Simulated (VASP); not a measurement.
Wanted: the native input for a VASP 6.6.1 run.

| Item | Value |
| --- | --- |
| Task | single point |
| Functional | PBEsol |
| Potentials or basis | VASP PAW PBE potentials, release 64 (Mg, O) |
| Cutoff | 520 eV |
| k mesh | 9 × 9 × 6 |
| Occupations | gaussian, width 0.05 eV |
| Spin | no spin polarisation |
| Dipole correction | no |
| Further INCAR settings | ALGO = Normal; EDIFF = 1e-06; NBANDS = 16 |

The structure of MgO lies in POSCAR:

```
MgO
1.0
    3.3258200135      0.0000000000      0.0000000000
   -1.6629100067      2.8802446201      0.0000000000
    0.0000000000      0.0000000000      4.9521460001
Mg O
2 2
Direct
    0.3333333333      0.6666666667      0.0272667940
    0.6666666667      0.3333333333      0.5272667940
    0.3333333333      0.6666666667      0.4009416620
    0.6666666667      0.3333333333      0.9009416620
```

This cell differs from its parent crystal: c/a of the conventional cell at fixed volume 1.4890.

One way to write it, as run:

INCAR

```
SYSTEM = MgO
PREC = Accurate
ENCUT = 520
EDIFF = 1E-6
ISMEAR = 0
SIGMA = 0.05
LREAL = .False.
LASPH = .True.
NELM = 60
ALGO = Normal
ISIF = 2
LWAVE = .False.
LCHARG = .False.
GGA = PS
NBANDS = 16
```

KPOINTS

```
regular mesh
0
Gamma
  9 9 6
  0 0 0
```

Potentials or basis: VASP PAW PBE potentials, release 64 (Mg, O).

The run is started by

```sh
$ cat potpaw_PBE.64/Mg/POTCAR potpaw_PBE.64/O/POTCAR > POTCAR
$ mpirun -np 1 vasp_std > vasp.out
```

Results of the run:

```
Pressure               : 2.1 GPa
Largest force          : 1.522 eV/Å
Band gap on the k mesh : 3.48 eV, direct
```

Caveat: the PAW data sets were made with another functional, which shifts forces and pressure a little.

Wall time 14 s on 1 thread of Intel(R) Xeon(R) 6975P-C (Granite Rapids), with other jobs on the host, peak memory 0.19 GiB.
